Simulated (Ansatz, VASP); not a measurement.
## Two plane-wave programs on LiCaF3

```
Li Ca F
1.0
     3.76124    0.00000    0.00000
     0.00000    3.76124    0.00000
     0.00000    0.00000    3.64841
Li Ca F
1 1 3
Direct
  0.50000 0.50000 0.50000
  0.00000 0.00000 0.00000
  0.00000 0.50000 0.50000
  0.50000 0.50000 0.00000
  0.50000 0.00000 0.50000
```

Change from the starting cell: strain -0.0300 x Voigt [0, 0, 1, 0, 0, 0], atoms carried along.

Alike in both runs: task single point; functional LDA; k mesh 6 × 6 × 6; occupations gaussian, width 0.05 eV; no spin polarisation.

```csv
,VASP,Ansatz
version,VASP 6.6.1,Ansatz 0.2.0
potentials or method,"VASP PAW LDA potentials, release 64 (Li_sv, Ca_sv, F), cutoff 520 eV","scalar-relativistic, plane waves, PAW"
valence electrons in the cell,34,34
```

|  | VASP | Ansatz | Ansatz less VASP |
| --- | --- | --- | --- |
| gap on the k mesh at the Fermi level (eV) | 6.19 | 6.21 | +0.018 |
| least direct gap on the mesh (eV) | 6.37 | 6.38 | +0.017 |

LDA's correlation is that of Perdew and Zunger in VASP and of Perdew and Wang (1992) in Ansatz.

Noted on VASP's run: the cutoff is short for stress, so the pressure is rough.
